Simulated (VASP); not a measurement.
# MoS2 (db): phonons with PBE+D3(BJ)

MoS2 (db):

```
Mo S
1.0
     3.16900    0.00000    0.00000
    -1.58450    2.74443    0.00000
     0.00000    0.00000   12.32400
Mo S
2 4
Direct
  0.33333 0.66667 0.25000
  0.66667 0.33333 0.75000
  0.33333 0.66667 0.62326
  0.66667 0.33333 0.12326
  0.33333 0.66667 0.87674
  0.66667 0.33333 0.37674
```

```
Program                : VASP 6.6.1
Task                   : phonons
Functional             : PBE
Dispersion             : D3(BJ)
Potentials or basis    : VASP PAW PBE potentials, release 64 (Mo_sv, S)
Cutoff                 : 520 eV
k mesh                 : 12 × 12 × 4
Occupations            : gaussian, width 0.01 eV
Spin                   : no spin polarisation
Dipole correction      : no
Further INCAR settings : ALGO = Normal; EDIFF = 1e-08; IBRION = 6; POTIM = 0.015; NSW = 1
```

- Highest phonon frequency at Γ, LO-TO splitting left out: 464 cm⁻¹
- Dispersion energy per atom: -0.423 eV

Phonon frequencies in cm⁻¹ (negative: imaginary):
| q point | frequencies |
| --- | --- |
| (0.000, 0.000, 0.000) | 0 0 0 30 30 50 278 278 281 281 376 376 376 376 399 405 460 464 |

Run time: 39 min on 1 thread of Intel(R) Xeon(R) Platinum 8259CL CPU @ 2.50GHz (Skylake/Cascade Lake), on a shared host, peak memory 1.2 GiB.

Caveat: the cell wasn't relaxed at this level first, which shifts response properties.
